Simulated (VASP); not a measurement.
# Rh2Au (P1) in VASP: a series of runs

The runs below take Rh2Au through single point, with PBE.

All numbers are computed with VASP 6.6.1; they aren't measurements. Logs are shortened: lines on timing, memory, paths and dates and some standing lists are left out, and cuts for length are marked.

## 1. The cell of the first run

The typed cell holds 3 atoms: a = 3.795 Å, b = 3.707 Å, c = 5.985 Å, α = 90.79°, β = 87.02°, γ = 122.99°.

## 2. Single point, PBE

Input file INCAR:

```
SYSTEM = Rh2Au
ALGO = Normal ; EDIFF = 1E-6
ENCUT = 520 ; GGA = PE
ISIF = 2 ; ISMEAR = -1
LASPH = .TRUE. ; LCHARG = .FALSE.
LREAL = .FALSE. ; LWAVE = .FALSE.
NBANDS = 28 ; NELM = 100
PREC = Accurate ; SIGMA = 0.15
```

Input file KPOINTS:

```
k-points
0
G
  3 3 1
  0 0 0
```

Input file POSCAR:

```
Rh2Au
1.0
    3.7935070000     -0.0719760000      0.0971770000
   -1.9590860000      3.1466690000     -0.0236120000
    0.1586890000      0.0470970000      5.9825820000
Au Rh
1 2
Direct
    0.6351820000      0.2808840000      0.8442650000
    0.9943760000      0.9808440000      1.0946060000
    1.3160870000      0.6721490000      1.5999010000
```

Potentials or basis: VASP PAW PBE potentials, release 64 (Au, Rh_pv).

Launch:

```console
$ cat potpaw_PBE.64/Au/POTCAR potpaw_PBE.64/Rh_pv/POTCAR > POTCAR
$ mpirun -np 1 vasp_std > vasp.out
```

OUTCAR:

```text
SYSTEM = Rh2Au
   EDIFF = 1E-6
   ENCUT = 520
   GGA = PE
   ISIF = 2
   ISMEAR = -1
   LASPH = .TRUE.
   LREAL = .FALSE.
   NELM = 100
   PREC = Accurate

 ion  position               nearest neighbor table
   1  0.635  0.281  0.844-   3 2.41   2 2.47   3 2.55   2 2.66   2 2.69   3 2.80
   2  0.994  0.981  0.095-   1 2.47   1 2.66   1 2.69
   3  0.316  0.672  0.600-   1 2.41   1 2.55   1 2.80

  LATTYP: Found a triclinic cell.
 ALAT       =     3.7954340032
 B/A-ratio  =     0.9766377855
 C/A-ratio  =     1.5768609243
 COS(alpha) =     0.0137008878
 COS(beta)  =     0.0519461913
 COS(gamma) =     0.5445096255

  Lattice vectors:

 A1 = (  -3.7935070000,   0.0719760000,  -0.0971770000)
 A2 = (  -1.9590860000,   3.1466690000,  -0.0236120000)
 A3 = (  -0.1586890000,  -0.0470970000,  -5.9825820000)

Analysis of symmetry for initial positions (statically):
=====================================================================
 Subroutine PRICEL returns:
 Original cell was already a primitive cell.

 Routine SETGRP: Setting up the symmetry group for a
 triclinic supercell.

 Subroutine GETGRP returns: Found  1 space group operations
 (whereof  1 operations were pure point group operations)
 out of a pool of  2 trial point group operations.

The static configuration has the point symmetry C_1 .

Analysis of symmetry for dynamics (positions and initial velocities):
=====================================================================
 Subroutine PRICEL returns:
 Original cell was already a primitive cell.

 Routine SETGRP: Setting up the symmetry group for a
 triclinic supercell.

 Subroutine GETGRP returns: Found  1 space group operations
 (whereof  1 operations were pure point group operations)
 out of a pool of  2 trial point group operations.

The dynamic configuration has the point symmetry C_1 .

 Subroutine INISYM returns: Found  1 space group operations
 (whereof  1 operations are pure point group operations),
 and found     1 'primitive' translations

----------------------------------------------------------------------------------------

                                     Primitive cell

  volume of cell :      70.5170

  direct lattice vectors                    reciprocal lattice vectors
     3.793507000 -0.071976000  0.097177000     0.266975742  0.166153588 -0.008389597
    -1.959086000  3.146669000 -0.023612000     0.006171268  0.321618320 -0.002695587
     0.158689000  0.047097000  5.982582000    -0.004312216 -0.001429526  0.167277545

  length of vectors
     3.795434003  3.706764260  5.984871570     0.314568668  0.321688816  0.167339223

  position of ions in fractional coordinates (direct lattice)
     0.635182000  0.280884000  0.844265000
     0.994376000  0.980844000  0.094606000
     0.316087000  0.672149000  0.599901000

  ion indices of the primitive-cell ions
   primitive index   ion index
                 1           1
                 2           2
                 3           3

----------------------------------------------------------------------------------------

 KPOINTS: k-points

Automatic generation of k-mesh.
 Grid dimensions read from file:
 generate k-points for:    3    3    1

 Generating k-lattice:

  Cartesian coordinates                     Fractional coordinates (reciprocal lattice)
     0.088991914  0.055384529 -0.002796532     0.333333333 -0.000000000  0.000000000
     0.002057089  0.107206107 -0.000898529     0.000000000  0.333333333 -0.000000000
    -0.004312216 -0.001429526  0.167277545     0.000000000  0.000000000  1.000000000

  Length of vectors
     0.104856223  0.107229605  0.167339223

  Shift w.r.t. Gamma in fractional coordinates (k-lattice)
     0.000000000  0.000000000  0.000000000

 Subroutine IBZKPT returns following result:
 ===========================================

 Found      5 irreducible k-points:

 Following reciprocal coordinates:
            Coordinates               Weight
  0.000000  0.000000  0.000000      1.000000
  0.333333 -0.000000  0.000000      2.000000
  0.000000  0.333333  0.000000      2.000000
  0.333333  0.333333  0.000000      2.000000
 -0.333333  0.333333 -0.000000      2.000000
   k-points           NKPTS =      5   k-points in BZ     NKDIM =      5   number of bands    NBANDS=     28
   number of dos      NEDOS =    301   number of ions     NIONS =      3
   total plane-waves  NPLWV =  37632
   dimension x,y,z NGX =    28 NGY =   28 NGZ =   48
   dimension x,y,z NGXF=    56 NGYF=   56 NGZF=   96
   ions per type =               1   2
   NGX,Y,Z   is equivalent  to a cutoff of  12.26, 12.56, 13.33 a.u.
   NGXF,Y,Z  is equivalent  to a cutoff of  24.53, 25.12, 26.67 a.u.
 SYSTEM =  Rh2Au
   PREC   = accura    normal or accurate (medium, high low for compatibility)
   ISTART =      0    job   : 0-new  1-cont  2-samecut
   ICHARG =      2    charge: 1-file 2-atom 10-const
   ISPIN  =      1    spin polarized calculation?
   LNONCOLLINEAR =      F non collinear calculations
   LSORBIT =      F    spin-orbit coupling
   LASPH  =      T    aspherical Exc in radial PAW
   ENCUT  =  520.0 eV  38.22 Ry    6.18 a.u.   7.06  6.89 11.13*2*pi/ulx,y,z
   NELM   =    100;   NELMIN=  2; NELMDL= -5     # of ELM steps
   EDIFF  = 0.1E-05   stopping-criterion for ELM
   LREAL  =      F    real-space projection
   EDIFFG = 0.1E-04   stopping-criterion for IOM
   NSW    =      0    number of steps for IOM
   IBRION =     -1    ionic relax: 0-MD 1-quasi-New 2-CG
   NFREE  =      0    steps in history (QN), initial steepest desc. (CG)
   ISIF   =      2    stress and relaxation
   ISYM   =      2    0-nonsym 1-usesym 2-fastsym
   POTIM  = 0.5000    time-step for ionic-motion
   TEBEG  =    0.0;   TEEND  =   0.0 temperature during run
   PSTRESS=    0.0 pullay stress
   NELECT =      41.0000    total number of electrons
   NUPDOWN=      -1.0000    fix difference up-down
   EMIN   =  10.00;   EMAX   =-10.00  energy-range for DOS
   EFERMI =   0.00;   METHOD = LEGACY
   ISMEAR =    -1;   SIGMA  =   0.15  broadening in eV -4-tet -1-fermi 0-gaus
   EFERMI_NEDOS =   21; number of points for ismear=-14 and -15
   IALGO  =     38    algorithm
   IMIX   =      4    mixing-type and parameters
     AMIX     =   0.40;   BMIX     =  1.00
     AMIX_MAG =   1.60;   BMIX_MAG =  1.00
  volume/ion in A,a.u.               =      23.51       158.62
  Fermi-wavevector in a.u.,A,eV,Ry     =   1.366380  2.582084 25.402011  1.866995
  Thomas-Fermi vector in A             =   2.492526
   LORBIT       =      0    0 simple, 1 ext, 2 COOP (PROOUT), +10 PAW based schemes
   GGA     = PE    functional components
   LHFCALC =     F    Hartree Fock is set to
   AEXX    =    0.0000 exact exchange contribution
   IVDW    =     0    specifies the selected vdW correction
   LEPSILON=     F    determine dielectric tensor
   LRPA    =     F    only Hartree local field effects (RPA)
 non-spin polarized calculation
  energy-cutoff  :      520.00
  volume of cell :       70.52
 maximum number of plane-waves:      1911
   NGX = 15   NGY = 13   NGZ = 23

 number of electron      40.9999998 magnetization

 Free energy of the ion-electron system (eV)
  ---------------------------------------------------
  ext. energy  EPLUGINS =         0.00000000
  ---------------------------------------------------
  free energy    TOTEN  =       -13.47111082 eV

  energy without entropy =      -13.07182542  energy(sigma->0) =      -13.27146812

 E-fermi :   4.9224     XC(G=0): -10.5333

 val. band max:        4.8938348631   @ k =   0.0000   0.0000   0.0000
 cond. band min:       5.1512268159   @ k =   0.0000   0.0000   0.0000
 fundamental gap:      0.2573919528
 Fermi energy:         4.9224291280

 k-point     1 :       0.0000    0.0000    0.0000
  band No.  band energies     occupation
      1     -40.5048      2.00000
      2     -40.4271      2.00000
      3     -40.3840      2.00000
      4     -40.3341      2.00000
      5     -40.2868      2.00000
      6     -40.2606      2.00000
[... 20 lines left out ...]
     27      16.7166      0.00000
     28      17.0768      0.00000

 k-point     2 :       0.3333   -0.0000    0.0000
  band No.  band energies     occupation
      1     -40.5077      2.00000
      2     -40.4298      2.00000
      3     -40.3918      2.00000
      4     -40.3381      2.00000
      5     -40.2897      2.00000
      6     -40.2656      2.00000
[... 20 lines left out ...]
     27      12.8885      0.00000
     28      14.5420      0.00000

 k-point     3 :       0.0000    0.3333    0.0000
  band No.  band energies     occupation
      1     -40.5100      2.00000
      2     -40.4281      2.00000
      3     -40.3902      2.00000
      4     -40.3362      2.00000
      5     -40.2900      2.00000
      6     -40.2717      2.00000
[... 20 lines left out ...]
     27      13.7907      0.00000
     28      14.1262      0.00000

 k-point     4 :       0.3333    0.3333    0.0000
  band No.  band energies     occupation
      1     -40.5096      2.00000
      2     -40.4301      2.00000
      3     -40.3913      2.00000
      4     -40.3380      2.00000
      5     -40.2935      2.00000
      6     -40.2716      2.00000
[... 20 lines left out ...]
     27      11.6687      0.00000
     28      12.4226      0.00000

 k-point     5 :      -0.3333    0.3333   -0.0000
  band No.  band energies     occupation
      1     -40.5059      2.00000
      2     -40.4283      2.00000
      3     -40.3858      2.00000
      4     -40.3362      2.00000
      5     -40.2941      2.00000
      6     -40.2663      2.00000
[... 20 lines left out ...]
     27      12.9608      0.00000
     28      13.3132      0.00000

------------------------ aborting loop because EDIFF is reached ----------------------------------------

  FORCE on cell =-STRESS in cart. coord.  units (eV):
  Direction    XX          YY          ZZ          XY          YZ          ZX
  --------------------------------------------------------------------------------------
  -------------------------------------------------------------------------------------
  Total       -3.6210592     -1.4081690     -1.7903109      2.0278789      1.5985215     -2.7178163
  in kB      -82.2721105    -31.9942402    -40.6766774     46.0743294     36.3191339    -61.7500204
  external PRESSURE =     -51.6476760 kB  Pullay stress =       0.0000000 kB

 VOLUME and BASIS-vectors are now :
 -----------------------------------------------------------------------------
  energy-cutoff  :      520.00
  volume of cell :       70.52
      direct lattice vectors                 reciprocal lattice vectors
     3.793507000 -0.071976000  0.097177000     0.266975742  0.166153588 -0.008389597
    -1.959086000  3.146669000 -0.023612000     0.006171268  0.321618320 -0.002695587
     0.158689000  0.047097000  5.982582000    -0.004312216 -0.001429526  0.167277545

 POSITION                                       TOTAL-FORCE (eV/Angst)
 -----------------------------------------------------------------------------------
      1.99327      0.87789      5.10598         0.275080      1.780040      0.729876
      1.86563      3.01928      0.63946        -1.014286     -0.406436      0.744535
     -0.02252      2.12053      3.60380         0.739207     -1.373604     -1.474412
 -----------------------------------------------------------------------------------
    total drift:                               -0.000139      0.000090      0.000009

  FREE ENERGIE OF THE ION-ELECTRON SYSTEM (eV)
  ---------------------------------------------------
  free  energy   TOTEN  =       -13.4711108227 eV

  energy  without entropy=      -13.0718254152  energy(sigma->0) =      -13.27146812
```

Wall time 20 s (1 thread of AMD EPYC 7R13, shared host); peak memory 0.16 GiB.

Results:

```
Free energy            : -13.4711 eV
Pressure               : -5.2 GPa
Largest force          : 2.146 eV/Å
Band gap on the k mesh : zero (an odd number of electrons rules out a gap without spin polarisation)
```

Forces in eV/Å, atoms in the order of the input:
```
Au   0.275  1.780  0.730
Rh  -1.014 -0.406  0.745
Rh   0.739 -1.374 -1.474
```

Levels at points of the mesh, in eV from the Fermi level:
| k point | band 18 | band 19 | band 20 | band 21 | band 22 | band 23 | band 24 | band 25 |
| --- | --- | --- | --- | --- | --- | --- | --- | --- |
| (0.00, 0.00, 0.00) | -0.55 | -0.12 | -0.03 | 0.23 | 0.69 | 0.81 | 1.69 | 11.09 |

Caveat: the k points lie up to 1.05 Å⁻¹ apart, too coarse for converged energies and pressures of a metal; spin-orbit coupling is left out, which moves the levels of the heavy elements; forces of over 1 eV/Å act on the atoms, so gaps and moduli don't describe the material at rest.

## 3. Single point, PBE

Input file INCAR:

```
PREC = Accurate
ENCUT = 520
EDIFF = 1E-6
ISMEAR = -1
SIGMA = 0.15
LREAL = False
LASPH = True
NELM = 60
ALGO = Normal
ISIF = 2
LWAVE = False
LCHARG = True
GGA = PE
LELF = True
LVHAR = True
NBANDS = 28
```

Input file KPOINTS:

```
Automatic mesh
0
Gamma
  3 3 1
```

POSCAR is that of step 2.

Potentials or basis: VASP PAW PBE potentials, release 64 (Au, Rh_pv).

Launch:

```console
$ cat potpaw_PBE.64/Au/POTCAR potpaw_PBE.64/Rh_pv/POTCAR > POTCAR
$ mpirun -np 1 vasp_std > vasp.out
```

Wall time 22 s (1 thread of AMD EPYC 7R13, shared host); peak memory 0.16 GiB.

It converged, with:

```
Free energy            : -13.4711 eV
Pressure               : -5.2 GPa
Largest force          : 2.146 eV/Å
Band gap on the k mesh : zero (an odd number of electrons rules out a gap without spin polarisation)
```

Forces on the atoms (eV/Å):
```
Au   0.275  1.780  0.730
Rh  -1.014 -0.406  0.745
Rh   0.739 -1.374 -1.474
```

Stress tensor (GPa, compression positive):
```
-8.23  4.61 -6.18
 4.61 -3.20  3.63
-6.18  3.63 -4.07
```

Levels at points of the mesh, in eV from the Fermi level:
```tsv
k point	band 19	band 20	band 21	band 22	band 23	band 24
(0.00, 0.00, 0.00)	-0.12	-0.03	0.23	0.69	0.81	1.69
```

Caveat: the k points lie up to 1.05 Å⁻¹ apart, too coarse for converged energies and pressures of a metal; spin-orbit coupling is left out, which moves the levels of the heavy elements; forces of over 1 eV/Å act on the atoms, so gaps and moduli don't describe the material at rest.

(Part 1 of 2 ends here.)
